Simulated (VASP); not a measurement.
Write the native input for VASP 6.6.1 that does the following.

```yaml
Task: single point
Functional: LDA
Potentials_or_basis: VASP PAW LDA potentials, release 64 (Ag, Br)
Cutoff: 500 eV
k_mesh: 8 × 8 × 8
Occupations: fermi-dirac, width 0.02 eV
Spin: no spin polarisation
Dipole_correction: no
Further_INCAR_settings: ALGO = Normal; EDIFF = 1e-06; NBANDS = 16
```

The structure of AgBr lies in POSCAR:

```
AgBr
1.0
    0.0000000000      2.7920724481      2.7920724481
    2.7920724481      0.0000000000      2.7920724481
    2.7920724481      2.7920724481      0.0000000000
Ag Br
1 1
Direct
    0.0000000000      0.0000000000      0.0000000000
    0.5000000000      0.5000000000      0.5000000000
```

These files were run (other wordings do the same):

INCAR

```
PREC = Accurate
ENCUT = 500
EDIFF = 1E-6
ISMEAR = -1
SIGMA = 0.02
LREAL = False
LASPH = True
NELM = 120
ALGO = Normal
ISIF = 2
LWAVE = False
LCHARG = True
LELF = True
LVHAR = True
NBANDS = 16
GGA_COMPAT = False
```

KPOINTS

```
regular mesh
0
Gamma
  8 8 8
```

Potentials or basis: VASP PAW LDA potentials, release 64 (Ag, Br).

Command:

```console
$ cat potpaw_LDA.64/Ag/POTCAR potpaw_LDA.64/Br/POTCAR > POTCAR
$ mpirun -np 1 vasp_std > vasp.out
```

Results of the run:

* Pressure: 0.1 GPa
* Band gap on the k mesh: 0.42 eV, indirect (least direct gap 2.66 eV)

Wall time 19 s on 1 thread of Intel(R) Xeon(R) Platinum 8488C (Sapphire Rapids), on a shared host, peak memory 0.15 GiB.
